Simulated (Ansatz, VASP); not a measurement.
**Ir in VASP and in Ansatz**

```xyz
2
Lattice="2.9715 0.0000 0.0000 -1.4857 2.5734 0.0000 0.0000 0.0000 4.8193" Properties=species:S:1:pos:R:3 pbc="T T T"
Ir    1.4857    0.8578    3.6145
Ir    0.0000    1.7156    1.2048
```

Change from the starting cell: strain +0.080 along x and y, +0.080 along z, atoms carried along.

Alike in both runs: task single point; functional r2SCAN; k mesh 18 × 18 × 12; occupations gaussian, width 0.15 eV; no spin polarisation.

|  | VASP | Ansatz |
| --- | --- | --- |
| version | VASP 6.6.1 | Ansatz 0.2.0 |
| potentials or method | VASP PAW PBE potentials, release 64 (Ir), cutoff 520 eV | scalar-relativistic, plane waves, PAW |
| valence electrons in the cell | 18 | 34 |

VASP gave:

* gap on the k mesh at the Fermi level (eV): none
* pressure (GPa): -48.3
* traceless stress, the component that is largest in VASP (GPa): -0.69

What did Ansatz give for the same quantities?

gap on the k mesh at the Fermi level (eV): none; pressure (GPa): -49.1; traceless stress, the component that is largest in VASP (GPa): -0.73.

VASP's potentials were made for PBE, not for r2SCAN. A gap of «none» marks a metal or a gap that the smearing closes. Both programs put the cell under strong tension, so it lies far from rest at this level. VASP's potentials hold 18 valence electrons a cell and Ansatz's 34, so a difference there can come from the potentials and not from the codes.

Spin-orbit coupling is off throughout. Noted on VASP's run: the cell as given lies far from equilibrium.
